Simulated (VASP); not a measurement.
Here is a VASP 6.6.1 calculation.

Contents of INCAR:

```
SYSTEM = W8SeS15
  PREC = Accurate
  ENCUT = 520
  EDIFF = 1E-6
  ISMEAR = 0
  SIGMA = 0.1
  LREAL = Auto
  LASPH = .TRUE.
  NELM = 80
  ALGO = Normal
  ISIF = 2
  LWAVE = .FALSE.
  LCHARG = .FALSE.
  GGA = PE
  IVDW = 12
  NBANDS = 122
```

The input KPOINTS:

```
regular mesh
0
G
  3 3 2
  0 0 0
```

Contents of POSCAR:

```
W8SeS15
1.0
    6.3741482800      0.0000000000      0.0000000000
   -3.1870741400      5.5201743400      0.0000000000
    0.0000000000      0.0000000000     12.5278071600
W Se S
8 1 15
Direct
    0.1666666700      0.3333333300      0.2500000000
    0.1666666700      0.8333333300      0.2500000000
    0.6666666700      0.3333333300      0.2500000000
    0.6666666700      0.8333333300      0.2500000000
    0.3333333300      0.1666666700      0.7500000000
    0.3333333300      0.6666666700      0.7500000000
    0.8333333300      0.1666666700      0.7500000000
    0.8333333300      0.6666666700      0.7500000000
    0.1666666700      0.3333333300      0.6250000000
    0.1666666700      0.8333333300      0.6250000000
    0.6666666700      0.3333333300      0.6250000000
    0.6666666700      0.8333333300      0.6250000000
    0.3333333300      0.1666666700      0.1250000000
    0.3333333300      0.6666666700      0.1250000000
    0.8333333300      0.1666666700      0.1250000000
    0.8333333300      0.6666666700      0.1250000000
    0.1666666700      0.3333333300      0.8750000000
    0.1666666700      0.8333333300      0.8750000000
    0.6666666700      0.3333333300      0.8750000000
    0.6666666700      0.8333333300      0.8750000000
    0.3333333300      0.1666666700      0.3750000000
    0.3333333300      0.6666666700      0.3750000000
    0.8333333300      0.1666666700      0.3750000000
    0.8333333300      0.6666666700      0.3750000000
```

Potentials or basis: VASP PAW PBE potentials, release 64 (W_sv, Se, S).

Command:

```sh
$ cat potpaw_PBE.64/W_sv/POTCAR potpaw_PBE.64/Se/POTCAR potpaw_PBE.64/S/POTCAR > POTCAR
$ mpirun -np 1 vasp_std > vasp.out
```

Task: Estimate the largest force.

Result: 3.319 eV/Å.

Task: Estimate the dispersion energy per atom.

Result: -0.418 eV.

Forces in eV/Å, atoms in the order of the input:
```
W    0.000  0.000 -0.001
W   -0.005 -0.003  0.001
W    0.000  0.006  0.001
W    0.005 -0.003  0.001
W    1.003 -0.579  1.076
W    0.000  1.158  1.076
W   -1.003 -0.579  1.076
W    0.000  0.000  0.112
Se   0.000  0.000 -3.319
S   -0.001 -0.001 -0.069
S    0.000  0.001 -0.069
S    0.001 -0.001 -0.069
S    0.000  0.000 -0.029
S    0.000  0.000 -0.029
S    0.000  0.000 -0.029
S    0.000  0.000 -0.030
S    0.000  0.000  0.126
S   -0.074 -0.043  0.028
S    0.000  0.086  0.028
S    0.074 -0.043  0.028
S    0.008 -0.005  0.020
S    0.000  0.009  0.020
S   -0.008 -0.005  0.020
S    0.000  0.000  0.030
```

Caveat: forces of over 1 eV/Å act on the atoms, so gaps and moduli don't describe the material at rest.
